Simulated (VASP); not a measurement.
Wanted: the native input for a VASP 6.6.1 run.

* Task: single point
* Functional: LDA
* Potentials or basis: VASP PAW LDA potentials, release 64 (Zn, Se)
* Cutoff: 520 eV
* k mesh: 8 × 8 × 8
* Occupations: fermi-dirac, width 0.03 eV
* Spin: no spin polarisation
* Dipole correction: no
* Further INCAR settings: ALGO = Normal; EDIFF = 1e-07; NBANDS = 16

The structure of ZnSe lies in POSCAR:

```
ZnSe
1.0
    0.0000000000      2.8147806350      2.8147806350
    2.8147806350      0.0000000000      2.8147806350
    2.8147806350      2.8147806350      0.0000000000
Zn Se
1 1
Direct
    0.0000000000      0.0000000000      0.0000000000
    0.7500000000      0.7500000000      0.7500000000
```

This cell differs from its parent crystal: volume scaled by 0.98.

The input as run:

INCAR

```
SYSTEM = ZnSe
  ALGO = Normal
  EDIFF = 1E-7
  ENCUT = 520
  ISIF = 2
  ISMEAR = -1
  LASPH = .TRUE.
  LCHARG = .TRUE.
  LELF = .TRUE.
  LREAL = .FALSE.
  LVHAR = .TRUE.
  LWAVE = .FALSE.
  NBANDS = 16
  NELM = 60
  PREC = Accurate
  SIGMA = 0.03
```

KPOINTS

```
k-points
0
G
  8 8 8
  0 0 0
```

Potentials or basis: VASP PAW LDA potentials, release 64 (Zn, Se).

Run with:

```sh
$ cat potpaw_LDA.64/Zn/POTCAR potpaw_LDA.64/Se/POTCAR > POTCAR
$ mpirun -np 1 vasp_std > vasp.out
```

Results of the run:

- Pressure: -1.9 GPa
- Band gap on the k mesh: 1.15 eV, direct

Run time: 19 s on 1 thread of Intel(R) Xeon(R) Platinum 8259CL CPU @ 2.50GHz (Skylake/Cascade Lake) (shared host), peak memory 0.15 GiB.
